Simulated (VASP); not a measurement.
# TiC (Fm-3m) in VASP: notebook

TiC is run at these levels: PBE; tasks: single point.

Everything below comes from runs of VASP 6.6.1. Logs are shortened: lines on timing, memory, paths and dates and some standing lists are left out, and cuts for length are marked.

## 1. The cell of the first run

The structure is cubic, space group Fm-3m (No. 225). The conventional cell has a = 4.331 Å, b = 4.331 Å, c = 4.331 Å, α = 90.00°, β = 90.00°, γ = 90.00°. Ti (site symmetry m-3m) has 6 C at 2.17 Å within 2.9 Å. C (site symmetry m-3m) has 6 Ti at 2.17 Å within 2.9 Å.

## 2. Single point, PBE

INCAR

```
SYSTEM = TiC
PREC = Accurate
ENCUT = 520
EDIFF = 1E-7
ISMEAR = 0
SIGMA = 0.020999999999999998
LREAL = .FALSE.
LASPH = .TRUE.
NELM = 60
ALGO = Normal
ISIF = 2
LWAVE = .FALSE.
LCHARG = .FALSE.
GGA = PE
NBANDS = 15
```

KPOINTS

```
Automatic mesh
0
G
  11 11 11
  0 0 0
```

POSCAR

```
TiC
1.0
    0.0000000000      2.1657188437      2.1657188437
    2.1657188437      0.0000000000      2.1657188437
    2.1657188437      2.1657188437      0.0000000000
Ti C
1 1
Direct
    0.0000000000      0.0000000000      0.0000000000
    0.5000000000      0.5000000000      0.5000000000
```

Potentials or basis: VASP PAW PBE potentials, release 64 (Ti_sv, C).

Launch:

```sh
$ cat potpaw_PBE.64/Ti_sv/POTCAR potpaw_PBE.64/C/POTCAR > POTCAR
$ mpirun -np 1 vasp_std > vasp.out
```

OUTCAR:

```text
SYSTEM = TiC
   PREC = Accurate
   ENCUT = 520
   EDIFF = 1E-7
   ISMEAR = 0
   LREAL = .FALSE.
   LASPH = .TRUE.
   NELM = 60
   ISIF = 2
   GGA = PE

 ion  position               nearest neighbor table
   1  0.000  0.000  0.000-   2 2.17   2 2.17   2 2.17   2 2.17   2 2.17   2 2.17
   2  0.500  0.500  0.500-   1 2.17   1 2.17   1 2.17   1 2.17   1 2.17   1 2.17

  LATTYP: Found a face centered cubic cell.
 ALAT       =     4.3314376874

  Lattice vectors:

 A1 = (   0.0000000000,   2.1657188437,   2.1657188437)
 A2 = (   2.1657188437,   0.0000000000,   2.1657188437)
 A3 = (   2.1657188437,   2.1657188437,   0.0000000000)

Analysis of symmetry for initial positions (statically):
=====================================================================
 Subroutine PRICEL returns:
 Original cell was already a primitive cell.

 Routine SETGRP: Setting up the symmetry group for a
 face centered cubic supercell.

 Subroutine GETGRP returns: Found 48 space group operations
[... 9 lines left out ...]

 Routine SETGRP: Setting up the symmetry group for a
 face centered cubic supercell.

 Subroutine GETGRP returns: Found 48 space group operations
[... 11 lines left out ...]
                                     Primitive cell

  volume of cell :      20.3159

  direct lattice vectors                    reciprocal lattice vectors
     0.000000000  2.165718844  2.165718844    -0.230870227  0.230870227  0.230870227
     2.165718844  0.000000000  2.165718844     0.230870227 -0.230870227  0.230870227
     2.165718844  2.165718844  0.000000000     0.230870227  0.230870227 -0.230870227

  length of vectors
     3.062788961  3.062788961  3.062788961     0.399878962  0.399878962  0.399878962

  position of ions in fractional coordinates (direct lattice)
[... 8 lines left out ...]
----------------------------------------------------------------------------------------

 KPOINTS: Automatic mesh

Automatic generation of k-mesh.
 Grid dimensions read from file:
 generate k-points for:   11   11   11

 Generating k-lattice:

  Cartesian coordinates                     Fractional coordinates (reciprocal lattice)
    -0.020988202  0.020988202  0.020988202     0.090909091  0.000000000  0.000000000
     0.020988202 -0.020988202  0.020988202     0.000000000  0.090909091  0.000000000
     0.020988202  0.020988202 -0.020988202     0.000000000  0.000000000  0.090909091

  Length of vectors
     0.036352633  0.036352633  0.036352633

  Shift w.r.t. Gamma in fractional coordinates (k-lattice)
     0.000000000  0.000000000  0.000000000

 Subroutine IBZKPT returns following result:
 ===========================================

 Found     56 irreducible k-points:

 Following reciprocal coordinates:
            Coordinates               Weight
  0.000000  0.000000  0.000000      1.000000
  0.090909  0.000000  0.000000      8.000000
  0.181818  0.000000  0.000000      8.000000
  0.272727  0.000000  0.000000      8.000000
  0.363636  0.000000  0.000000      8.000000
  0.454545  0.000000  0.000000      8.000000
[... 16 lines left out ...]
 -0.272727  0.181818  0.000000     24.000000
 -0.181818  0.181818  0.000000     12.000000
 [... further k-points ...]
   k-points           NKPTS =     56   k-points in BZ     NKDIM =     56   number of bands    NBANDS=     15
   number of dos      NEDOS =    301   number of ions     NIONS =      2
   total plane-waves  NPLWV =  13824
   dimension x,y,z NGX =    24 NGY =   24 NGZ =   24
   dimension x,y,z NGXF=    48 NGYF=   48 NGZF=   48
   ions per type =               1   1
   NGX,Y,Z   is equivalent  to a cutoff of  13.03, 13.03, 13.03 a.u.
   NGXF,Y,Z  is equivalent  to a cutoff of  26.05, 26.05, 26.05 a.u.
 SYSTEM =  TiC
   PREC   = accura    normal or accurate (medium, high low for compatibility)
   ISTART =      0    job   : 0-new  1-cont  2-samecut
   ICHARG =      2    charge: 1-file 2-atom 10-const
   ISPIN  =      1    spin polarized calculation?
   LNONCOLLINEAR =      F non collinear calculations
   LSORBIT =      F    spin-orbit coupling
   LASPH  =      T    aspherical Exc in radial PAW
   ENCUT  =  520.0 eV  38.22 Ry    6.18 a.u.   5.69  5.69  5.69*2*pi/ulx,y,z
   NELM   =     60;   NELMIN=  2; NELMDL= -5     # of ELM steps
   EDIFF  = 0.1E-06   stopping-criterion for ELM
   LREAL  =      F    real-space projection
   EDIFFG = 0.1E-05   stopping-criterion for IOM
   NSW    =      0    number of steps for IOM
   IBRION =     -1    ionic relax: 0-MD 1-quasi-New 2-CG
   NFREE  =      0    steps in history (QN), initial steepest desc. (CG)
   ISIF   =      2    stress and relaxation
   ISYM   =      2    0-nonsym 1-usesym 2-fastsym
   POTIM  = 0.5000    time-step for ionic-motion
   TEBEG  =    0.0;   TEEND  =   0.0 temperature during run
   PSTRESS=    0.0 pullay stress
   NELECT =      16.0000    total number of electrons
   NUPDOWN=      -1.0000    fix difference up-down
   EMIN   =  10.00;   EMAX   =-10.00  energy-range for DOS
   EFERMI =   0.00;   METHOD = LEGACY
   ISMEAR =     0;   SIGMA  =   0.02  broadening in eV -4-tet -1-fermi 0-gaus
   EFERMI_NEDOS =   21; number of points for ismear=-14 and -15
   IALGO  =     38    algorithm
   IMIX   =      4    mixing-type and parameters
     AMIX     =   0.40;   BMIX     =  1.00
     AMIX_MAG =   1.60;   BMIX_MAG =  1.00
  volume/ion in A,a.u.               =      10.16        68.55
  Fermi-wavevector in a.u.,A,eV,Ry     =   1.511829  2.856943 31.097854  2.285628
  Thomas-Fermi vector in A             =   2.621834
   LORBIT       =      0    0 simple, 1 ext, 2 COOP (PROOUT), +10 PAW based schemes
   GGA     = PE    functional components
   LHFCALC =     F    Hartree Fock is set to
   AEXX    =    0.0000 exact exchange contribution
   IVDW    =     0    specifies the selected vdW correction
   LEPSILON=     F    determine dielectric tensor
   LRPA    =     F    only Hartree local field effects (RPA)
 non-spin polarized calculation
 Gauss-broadening in eV      SIGMA  =   0.02
  energy-cutoff  :      520.00
  volume of cell :       20.32
 maximum number of plane-waves:       560
   NGX = 11   NGY = 11   NGZ = 11

 number of electron      16.0000000 magnetization

 Free energy of the ion-electron system (eV)
  ---------------------------------------------------
  ext. energy  EPLUGINS =         0.00000000
  ---------------------------------------------------
  free energy    TOTEN  =       -18.70885330 eV

  energy without entropy =      -18.70862254  energy(sigma->0) =      -18.70873792

 E-fermi :   9.5540     XC(G=0): -12.6981

 val. band max:        9.3401646389   @ k =   0.4545   0.4545   0.0000
 cond. band min:       9.5669032144   @ k =   0.0909   0.0000   0.0000
 fundamental gap:      0.2267385755
 Fermi energy:         9.5540015269

 k-point     1 :       0.0000    0.0000    0.0000
  band No.  band energies     occupation
      1     -47.1789      2.00000
      2     -23.2029      2.00000
      3     -23.2029      2.00000
      4     -23.2029      2.00000
      5      -2.9843      2.00000
      6      10.1046      0.00000
      7      10.1046      0.00000
      8      10.1046      0.00000
      9      11.0900      0.00000
     10      11.0900      0.00000
     11      11.0900      0.00000
     12      11.1236      0.00000
     13      11.1236      0.00000
     14      19.8948      0.00000
     15      23.4449      0.00000

 k-point     2 :       0.0909    0.0000    0.0000
  band No.  band energies     occupation
      1     -47.1731      2.00000
      2     -23.2436      2.00000
      3     -23.2067      2.00000
      4     -23.2067      2.00000
      5      -2.7982      2.00000
      6       9.2907      2.00000
      7       9.5669      0.38493
      8       9.5669      0.38491
      9      10.4296      0.00000
     10      10.4296      0.00000
     11      11.4838      0.00000
     12      12.5919      0.00000
     13      12.5919      0.00000
     14      20.2170      0.00000
     15      23.5007      0.00000

 k-point     3 :       0.1818    0.0000    0.0000
  band No.  band energies     occupation
      1     -47.1577      2.00000
      2     -23.3517      2.00000
      3     -23.2170      2.00000
      4     -23.2170      2.00000
      5      -2.2645      2.00000
      6       7.8517      2.00000
      7       8.4331      2.00000
      8       8.4331      2.00000
      9      10.7728      0.00000
     10      10.7728      0.00000
     11      11.9186      0.00000
     12      14.1401      0.00000
     13      14.1401      0.00000
     14      20.7415      0.00000
     15      23.4751      0.00000

 k-point     4 :       0.2727    0.0000    0.0000
  band No.  band energies     occupation
      1     -47.1374      2.00000
      2     -23.4905      2.00000
      3     -23.2303      2.00000
      4     -23.2303      2.00000
      5      -1.4532      2.00000
      6       6.2913      2.00000
      7       7.5146      2.00000
      8       7.5146      2.00000
      9      11.3214      0.00000
     10      11.3214      0.00000
     11      12.3561      0.00000
     12      15.5912      0.00000
     13      15.5912      0.00000
     14      20.2350      0.00000
     15      24.0273      0.00000
[... 307 lines left out ...]
 k-point    22 :      -0.3636    0.1818    0.0000
  band No.  band energies     occupation
      1     -47.1008      2.00000
      2     -23.6209      2.00000
      3     -23.3594      2.00000
      4     -23.2621      2.00000
      5       0.0988      2.00000
      6       4.4597      2.00000
      7       6.5628      2.00000
      8       6.7598      2.00000
      9      11.9606      0.00000
     10      12.3069      0.00000
     11      13.2245      0.00000
     12      15.4577      0.00000
     13      17.2338      0.00000
     14      19.7829      0.00000
     15      23.4486      0.00000

 k-point    23 :      -0.2727    0.1818    0.0000
  band No.  band energies     occupation
      1     -47.1133      2.00000
      2     -23.5551      2.00000
      3     -23.3486      2.00000
      4     -23.2407      2.00000
      5      -0.5230      2.00000
      6       5.1897      2.00000
      7       6.8824      2.00000
      8       6.9323      2.00000
      9      11.4245      0.00000
     10      12.3706      0.00000
     11      13.1813      0.00000
     12      14.5333      0.00000
     13      17.3197      0.00000
     14      20.4792      0.00000
     15      23.0240      0.00000

 k-point    24 :      -0.1818    0.1818    0.0000
  band No.  band energies     occupation
      1     -47.1306      2.00000
      2     -23.4743      2.00000
      3     -23.3097      2.00000
      4     -23.2226      2.00000
      5      -1.2647      2.00000
      6       6.1673      2.00000
      7       7.2482      2.00000
      8       7.4805      2.00000
      9      10.9574      0.00000
     10      12.0615      0.00000
     11      12.9814      0.00000
     12      13.7697      0.00000
     13      16.6606      0.00000
     14      21.1957      0.00000
     15      22.8987      0.00000

 [... further k-points ...]
[... 5 lines left out ...]
  --------------------------------------------------------------------------------------
  -------------------------------------------------------------------------------------
  Total        0.0622625      0.0622625      0.0622625      0.0000000      0.0000000     -0.0000000
  in kB        4.9102175      4.9102175      4.9102175      0.0000000      0.0000000     -0.0000000
  external PRESSURE =       4.9102175 kB  Pullay stress =       0.0000000 kB

 VOLUME and BASIS-vectors are now :
 -----------------------------------------------------------------------------
  energy-cutoff  :      520.00
  volume of cell :       20.32
      direct lattice vectors                 reciprocal lattice vectors
     0.000000000  2.165718844  2.165718844    -0.230870227  0.230870227  0.230870227
     2.165718844  0.000000000  2.165718844     0.230870227 -0.230870227  0.230870227
     2.165718844  2.165718844  0.000000000     0.230870227  0.230870227 -0.230870227

 POSITION                                       TOTAL-FORCE (eV/Angst)
 -----------------------------------------------------------------------------------
      0.00000      0.00000      0.00000         0.000000     -0.000000      0.000000
      2.16572      2.16572      2.16572         0.000000      0.000000      0.000000
 -----------------------------------------------------------------------------------
    total drift:                                0.000000     -0.000000     -0.000000

  FREE ENERGIE OF THE ION-ELECTRON SYSTEM (eV)
  ---------------------------------------------------
  free  energy   TOTEN  =       -18.7088533032 eV

  energy  without entropy=      -18.7086225411  energy(sigma->0) =      -18.70873792
```

It took 36 s on 1 thread of AMD EPYC 7R13, shared host; peak memory 0.12 GiB.

Results:

| Property | Result |
| --- | --- |
| Free energy | -18.7089 eV |
| Pressure | 0.5 GPa |
| Band gap on the k mesh | zero (band 8 reaches 10.10 eV, above the bottom of band 9 at 9.00 eV) |

(Part 1 of 2 ends here.)
